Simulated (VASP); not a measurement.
Crystal: O.

```
CELL_PARAMETERS angstrom
1.77559 0.00000 0.00000
0.00000 1.77559 0.00000
0.00000 0.00000 3.05305
ATOMIC_POSITIONS crystal
O 0.00000 0.00000 0.00000
```

Base run:

- Program: VASP 6.6.1
- Functional: BLYP
- Potentials or basis: VASP PAW PBE potentials, release 64 (O)
- Cutoff: 600 eV
- k mesh: 17 × 17 × 10
- Occupations: gaussian, width 0.05 eV
- Spin: no spin polarisation

Its results: band gap on the k mesh zero (bands 3 and 4 overlap by 5.49 eV); pressure 11.6 GPa.

**Question.** The run is repeated on the same cell with these changes: functional from BLYP to LDA; potentials or basis from VASP PAW PBE potentials, release 64 (O) to VASP PAW LDA potentials, release 64 (O). What comes out?

**Answer.** Band gap on the k mesh zero (bands 3 and 4 overlap by 5.45 eV); pressure -5.7 GPa.

Caveats: the cell stands under pressure (at least some runs); the PAW data sets were made with another functional, which shifts forces and pressure a little (at least some runs); the cell stands under tension (at least some runs).
